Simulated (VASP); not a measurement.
The system is Ta2F.

```
CELL_PARAMETERS angstrom
2.82214 0.00000 0.00000
-1.41107 2.44404 0.00000
0.00000 0.00000 6.55003
ATOMIC_POSITIONS crystal
Ta 0.33333 0.66667 0.69563
Ta 0.66667 0.33333 0.30437
F 0.00000 0.00000 0.00000
```

```yaml
Program: VASP 6.6.1
Task: relaxation of cell and atoms
Functional: PBE
Potentials_or_basis: VASP PAW PBE potentials, release 64 (Ta_pv, F)
Cutoff: 600 eV
k_mesh: 18 × 18 × 8
Occupations: gaussian, width 0.1 eV
Spin: no spin polarisation
```

At the start: pressure 2.3 GPa; volume 15.06 Å³/atom.

Question: Where does the relaxation end?

Answer: Over 5 steps the energy falls by 4.3 meV/atom and the volume is 15.25 Å³/atom (+1.3 %); space group P-3m1 (No. 164, to 0.1 Å) before and after.

The path:
```tsv
step	energy change (eV)	largest force (eV/Å)	pressure (GPa)	volume (Å³)
1	0.0000	0.1875	2.35	45.18
2	-0.0014	0.0042	-3.11	46.63
3	-0.0121	0.0934	-0.57	45.92
4	-0.0126	0.0500	0.38	45.66
5	-0.0129	0.0069	0.01	45.76
```

Final structure:
```yaml
crystal:
  lattice:
    - [2.84833, 0.00000, 0.00000]
    - [-1.42416, 2.46672, 0.00000]
    - [0.00000, 0.00000, 6.51315]
  atoms:
    - { symbol: Ta, position: [0.33333, 0.66667, 0.69450] }
    - { symbol: Ta, position: [0.66667, 0.33333, 0.30550] }
    - { symbol: F, position: [0.00000, 0.00000, 0.00000] }
```

Caveat: an odd number of electrons without spin polarisation forces a metal; a magnetic or distorted state may lie lower.
